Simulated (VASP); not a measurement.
# CdS (I4mm) in VASP: single point with PBEsol

Aim: the single point of CdS with PBEsol.

Program: VASP 6.6.1. These are calculated values, not measurements. Logs are shortened: lines on timing, memory, paths and dates and some standing lists are left out, and cuts for length are marked.

**1. The cell of the first run**

The structure is tetragonal, space group I4mm (No. 107). Conventional cell: a = 3.774 Å, b = 3.774 Å, c = 5.420 Å, α = 90.00°, β = 90.00°, γ = 90.00°. Within 3.2 Å of Cd (site symmetry 4mm) lie 6 S at 2.41 to 3.01 Å. Within 3.2 Å of S (site symmetry 4mm) lie 6 Cd at 2.41 to 3.01 Å.

**2. Single point, PBEsol (strained and its atoms moved)**

INCAR reads:

```
ALGO = Normal
EDIFF = 1E-6
ENCUT = 520
GGA = PS
ISIF = 2
ISMEAR = 0
LASPH = True
LCHARG = False
LREAL = False
LWAVE = False
NBANDS = 16
NELM = 100
PREC = Accurate
SIGMA = 0.05
```

KPOINTS reads:

```
k-points
0
Gamma
  12 12 12
```

POSCAR reads:

```
CdS
1.0
    0.0000000000      2.6686092794      2.6686092794
    2.7099079394      0.0000000000      2.6686092794
    2.7099079394      2.6686092794      0.0000000000
Cd S
1 1
Direct
   -0.0272405933      0.0272405933      0.0272405933
    0.5272405933      0.4727594067      0.4727594067
```

Potentials or basis: VASP PAW PBE potentials, release 64 (Cd, S).

On the command line:

```bash
> cat potpaw_PBE.64/Cd/POTCAR potpaw_PBE.64/S/POTCAR > POTCAR
> mpirun -np 1 vasp_std > vasp.out
```

OUTCAR:

```text
EDIFF = 1E-6
   ENCUT = 520
   GGA = PS
   ISIF = 2
   ISMEAR = 0
   LASPH = True
   LREAL = False
   NELM = 100
   PREC = Accurate

 ion  position               nearest neighbor table
   1  0.973  0.027  0.027-   2 2.41   2 2.68   2 2.68   2 2.68   2 2.68   2 3.01
   2  0.527  0.473  0.473-   1 2.41   1 2.68   1 2.68   1 2.68   1 2.68   1 3.01

  LATTYP: Found a body centered tetragonal cell.
 ALAT       =     3.7739834356
 C/A-ratio  =     1.4360995408

  Lattice vectors:

 A1 = (   2.7099079394,   0.0000000000,   2.6686092794)
 A2 = (   2.7099079394,   0.0000000000,  -2.6686092794)
 A3 = (  -2.7099079394,   2.6686092794,   0.0000000000)

Analysis of symmetry for initial positions (statically):
=====================================================================
 Subroutine PRICEL returns:
 Original cell was already a primitive cell.

 Routine SETGRP: Setting up the symmetry group for a
 body centered tetragonal supercell.

 Subroutine GETGRP returns: Found  8 space group operations
 (whereof  8 operations were pure point group operations)
 out of a pool of 16 trial point group operations.

The static configuration has the point symmetry C_4v.

Analysis of symmetry for dynamics (positions and initial velocities):
=====================================================================
 Subroutine PRICEL returns:
 Original cell was already a primitive cell.

 Routine SETGRP: Setting up the symmetry group for a
 body centered tetragonal supercell.

 Subroutine GETGRP returns: Found  8 space group operations
 (whereof  8 operations were pure point group operations)
 out of a pool of 16 trial point group operations.

The dynamic configuration has the point symmetry C_4v.

 Subroutine INISYM returns: Found  8 space group operations
 (whereof  8 operations are pure point group operations),
 and found     1 'primitive' translations

----------------------------------------------------------------------------------------

                                     Primitive cell

  volume of cell :      38.5971

  direct lattice vectors                    reciprocal lattice vectors
     0.000000000  2.668609279  2.668609279    -0.184508113  0.187363509  0.187363509
     2.709907939  0.000000000  2.668609279     0.184508113 -0.187363509  0.187363509
     2.709907939  2.668609279  0.000000000     0.184508113  0.187363509 -0.187363509

  length of vectors
     3.773983436  3.803298112  3.803298112     0.322882971  0.322882971  0.322882971

  position of ions in fractional coordinates (direct lattice)
     0.972759407  0.027240593  0.027240593
     0.527240593  0.472759407  0.472759407

  ion indices of the primitive-cell ions
   primitive index   ion index
                 1           1
                 2           2

----------------------------------------------------------------------------------------

 KPOINTS: k-points

Automatic generation of k-mesh.
 Grid dimensions read from file:
 generate k-points for:   12   12   12

 Generating k-lattice:

  Cartesian coordinates                     Fractional coordinates (reciprocal lattice)
    -0.015375676  0.015613626  0.015613626     0.083333333  0.000000000  0.000000000
     0.015375676 -0.015613626  0.015613626     0.000000000  0.083333333  0.000000000
     0.015375676  0.015613626 -0.015613626     0.000000000  0.000000000  0.083333333

  Length of vectors
     0.026906914  0.026906914  0.026906914

  Shift w.r.t. Gamma in fractional coordinates (k-lattice)
     0.000000000  0.000000000  0.000000000

 Subroutine IBZKPT returns following result:
 ===========================================

 Found    163 irreducible k-points:

 Following reciprocal coordinates:
            Coordinates               Weight
  0.000000  0.000000  0.000000      1.000000
  0.083333  0.000000  0.000000      8.000000
  0.166667  0.000000  0.000000      8.000000
  0.250000  0.000000  0.000000      8.000000
  0.333333  0.000000  0.000000      8.000000
  0.416667  0.000000  0.000000      8.000000
[... 16 lines left out ...]
  0.500000  0.166667  0.000000     16.000000
 -0.416667  0.166667 -0.000000     16.000000
 [... further k-points ...]
   k-points           NKPTS =    163   k-points in BZ     NKDIM =    163   number of bands    NBANDS=     16
   number of dos      NEDOS =    301   number of ions     NIONS =      2
   total plane-waves  NPLWV =  21952
   dimension x,y,z NGX =    28 NGY =   28 NGZ =   28
   dimension x,y,z NGXF=    56 NGYF=   56 NGZF=   56
   ions per type =               1   1
   NGX,Y,Z   is equivalent  to a cutoff of  12.33, 12.24, 12.24 a.u.
   NGXF,Y,Z  is equivalent  to a cutoff of  24.67, 24.48, 24.48 a.u.
 SYSTEM =  unknown system
   PREC   = accura    normal or accurate (medium, high low for compatibility)
   ISTART =      0    job   : 0-new  1-cont  2-samecut
   ICHARG =      2    charge: 1-file 2-atom 10-const
   ISPIN  =      1    spin polarized calculation?
   LNONCOLLINEAR =      F non collinear calculations
   LSORBIT =      F    spin-orbit coupling
   LASPH  =      T    aspherical Exc in radial PAW
   ENCUT  =  520.0 eV  38.22 Ry    6.18 a.u.   7.02  7.07  7.07*2*pi/ulx,y,z
   NELM   =    100;   NELMIN=  2; NELMDL= -5     # of ELM steps
   EDIFF  = 0.1E-05   stopping-criterion for ELM
   LREAL  =      F    real-space projection
   EDIFFG = 0.1E-04   stopping-criterion for IOM
   NSW    =      0    number of steps for IOM
   IBRION =     -1    ionic relax: 0-MD 1-quasi-New 2-CG
   NFREE  =      0    steps in history (QN), initial steepest desc. (CG)
   ISIF   =      2    stress and relaxation
   ISYM   =      2    0-nonsym 1-usesym 2-fastsym
   POTIM  = 0.5000    time-step for ionic-motion
   TEBEG  =    0.0;   TEEND  =   0.0 temperature during run
   PSTRESS=    0.0 pullay stress
   NELECT =      18.0000    total number of electrons
   NUPDOWN=      -1.0000    fix difference up-down
   EMIN   =  10.00;   EMAX   =-10.00  energy-range for DOS
   EFERMI =   0.00;   METHOD = LEGACY
   ISMEAR =     0;   SIGMA  =   0.05  broadening in eV -4-tet -1-fermi 0-gaus
   EFERMI_NEDOS =   21; number of points for ismear=-14 and -15
   IALGO  =     38    algorithm
   IMIX   =      4    mixing-type and parameters
     AMIX     =   0.40;   BMIX     =  1.00
     AMIX_MAG =   1.60;   BMIX_MAG =  1.00
  volume/ion in A,a.u.               =      19.30       130.23
  Fermi-wavevector in a.u.,A,eV,Ry     =   1.269543  2.399089 21.929054  1.611740
  Thomas-Fermi vector in A             =   2.402579
   LORBIT       =      0    0 simple, 1 ext, 2 COOP (PROOUT), +10 PAW based schemes
   GGA     = PS    functional components
   LHFCALC =     F    Hartree Fock is set to
   AEXX    =    0.0000 exact exchange contribution
   IVDW    =     0    specifies the selected vdW correction
   LEPSILON=     F    determine dielectric tensor
   LRPA    =     F    only Hartree local field effects (RPA)
 non-spin polarized calculation
 Gauss-broadening in eV      SIGMA  =   0.05
  energy-cutoff  :      520.00
  volume of cell :       38.60
 maximum number of plane-waves:      1054
   NGX = 13   NGY = 15   NGZ = 15

 number of electron      17.9999994 magnetization

 Free energy of the ion-electron system (eV)
  ---------------------------------------------------
  ext. energy  EPLUGINS =         0.00000000
  ---------------------------------------------------
  free energy    TOTEN  =        -6.53238281 eV

  energy without entropy =       -6.53238084  energy(sigma->0) =       -6.53238182

 E-fermi :   3.5188     XC(G=0): -10.8775

 val. band max:        3.4064699343   @ k =   0.4167   0.1667   0.1667
 cond. band min:       3.6135045664   @ k =   0.5000   0.5000   0.0000
 fundamental gap:      0.2070346322
 Fermi energy:         3.5188277987

 k-point     1 :       0.0000    0.0000    0.0000
  band No.  band energies     occupation
      1      -9.9061      2.00000
      2      -4.5431      2.00000
      3      -4.4070      2.00000
      4      -4.4070      2.00000
      5      -4.3442      2.00000
      6      -4.3255      2.00000
[... 8 lines left out ...]
     15      14.6865      0.00000
     16      15.6078      0.00000

 k-point     2 :       0.0833    0.0000    0.0000
  band No.  band energies     occupation
      1      -9.8407      2.00000
      2      -4.5639      2.00000
      3      -4.4078      2.00000
      4      -4.4044      2.00000
      5      -4.3361      2.00000
      6      -4.3331      2.00000
[... 8 lines left out ...]
     15      14.4623      0.00000
     16      14.9825      0.00000

 k-point     3 :       0.1667    0.0000    0.0000
  band No.  band energies     occupation
      1      -9.6530      2.00000
      2      -4.6204      2.00000
      3      -4.4529      2.00000
      4      -4.4088      2.00000
      5      -4.3093      2.00000
      6      -4.3032      2.00000
[... 8 lines left out ...]
     15      13.9875      0.00000
     16      14.6873      0.00000

 k-point     4 :       0.2500    0.0000    0.0000
  band No.  band energies     occupation
      1      -9.3712      2.00000
      2      -4.6921      2.00000
      3      -4.5370      2.00000
      4      -4.4394      2.00000
      5      -4.2502      2.00000
      6      -4.2446      2.00000
[... 8 lines left out ...]
     15      14.3649      0.00000
     16      14.6572      0.00000
[... 324 lines left out ...]
 k-point    22 :       0.4167    0.1667    0.0000
  band No.  band energies     occupation
      1      -8.9073      2.00000
      2      -4.6664      2.00000
      3      -4.5912      2.00000
      4      -4.4469      2.00000
      5      -4.1387      2.00000
      6      -4.1082      2.00000
[... 8 lines left out ...]
     15      16.8268      0.00000
     16      17.0519      0.00000

 k-point    23 :       0.5000    0.1667    0.0000
  band No.  band energies     occupation
      1      -8.7336      2.00000
      2      -4.7247      2.00000
      3      -4.5934      2.00000
      4      -4.4384      2.00000
      5      -4.1043      2.00000
      6      -4.0606      2.00000
[... 8 lines left out ...]
     15      16.8720      0.00000
     16      17.6921      0.00000

 k-point    24 :      -0.4167    0.1667   -0.0000
  band No.  band energies     occupation
      1      -8.6994      2.00000
      2      -4.7482      2.00000
      3      -4.6185      2.00000
      4      -4.4326      2.00000
      5      -4.1173      2.00000
      6      -4.0372      2.00000
[... 8 lines left out ...]
     15      16.0105      0.00000
     16      17.3006      0.00000

 [... further k-points ...]

------------------------ aborting loop because EDIFF is reached ----------------------------------------

  FORCE on cell =-STRESS in cart. coord.  units (eV):
  Direction    XX          YY          ZZ          XY          YZ          ZX
  --------------------------------------------------------------------------------------
  -------------------------------------------------------------------------------------
  Total        2.6765904      0.4895049      0.4895049      0.0000000      0.0000000     -0.0000000
  in kB      111.1061217     20.3195056     20.3195056      0.0000000      0.0000000     -0.0000000
  external PRESSURE =      50.5817110 kB  Pullay stress =       0.0000000 kB

 VOLUME and BASIS-vectors are now :
 -----------------------------------------------------------------------------
  energy-cutoff  :      520.00
  volume of cell :       38.60
      direct lattice vectors                 reciprocal lattice vectors
     0.000000000  2.668609279  2.668609279    -0.184508113  0.187363509  0.187363509
     2.709907939  0.000000000  2.668609279     0.184508113 -0.187363509  0.187363509
     2.709907939  2.668609279  0.000000000     0.184508113  0.187363509 -0.187363509

 POSITION                                       TOTAL-FORCE (eV/Angst)
 -----------------------------------------------------------------------------------
      0.14764      2.66861      2.66861        -0.962877      0.000000      0.000000
      2.56227      2.66861      2.66861         0.962877      0.000000      0.000000
 -----------------------------------------------------------------------------------
    total drift:                                0.000522     -0.000000     -0.000000

  FREE ENERGIE OF THE ION-ELECTRON SYSTEM (eV)
  ---------------------------------------------------
  free  energy   TOTEN  =        -6.5323828124 eV

  energy  without entropy=       -6.5323808365  energy(sigma->0) =       -6.53238182
```

Wall time 39 s (1 thread of Intel Xeon 6975P-C (Granite Rapids), shared host); peak memory 0.22 GiB.

Results:

```yaml
Free_energy: -6.5324 eV
Pressure: 5.1 GPa
Largest_force: 0.963 eV/Å
Band_gap_on_the_k_mesh: 0.21 eV, indirect (least direct gap 1.77 eV)
```

Forces in eV/Å, atoms in the order of the input:
```
Cd  -0.963  0.000  0.000
S    0.963  0.000  0.000
```

Stress tensor (GPa, compression positive):
```
11.11  0.00  0.00
 0.00  2.03  0.00
 0.00  0.00  2.03
```

Levels at points of the mesh, in eV from the valence-band top:
| k point | band 5 | band 6 | band 7 | band 8 | band 9 | band 10 | band 11 | band 12 | band 13 | band 14 |
| --- | --- | --- | --- | --- | --- | --- | --- | --- | --- | --- |
| (0.00, 0.00, 0.00) | -7.75 | -7.73 | -0.78 | -0.78 | -0.68 | 1.08 | 8.81 | 8.81 | 8.92 | 10.86 |
| (0.50, 0.00, 0.00) | -7.53 | -7.52 | -5.20 | -0.23 | -0.03 | 3.43 | 5.92 | 5.96 | 7.24 | 12.14 |
| (0.50, 0.50, 0.00) | -7.41 | -6.61 | -4.72 | -2.35 | -2.31 | 0.21 | 5.50 | 10.19 | 11.80 | 11.97 |
| (0.00, 0.50, 0.50) | -7.45 | -6.67 | -4.90 | -2.39 | -2.39 | 0.35 | 5.88 | 10.28 | 11.73 | 11.73 |

Caveat: the cell differs from its parent crystal (strained and its atoms moved); the PAW data sets were made with another functional, which shifts forces and pressure a little. A k mesh can miss the band edges.
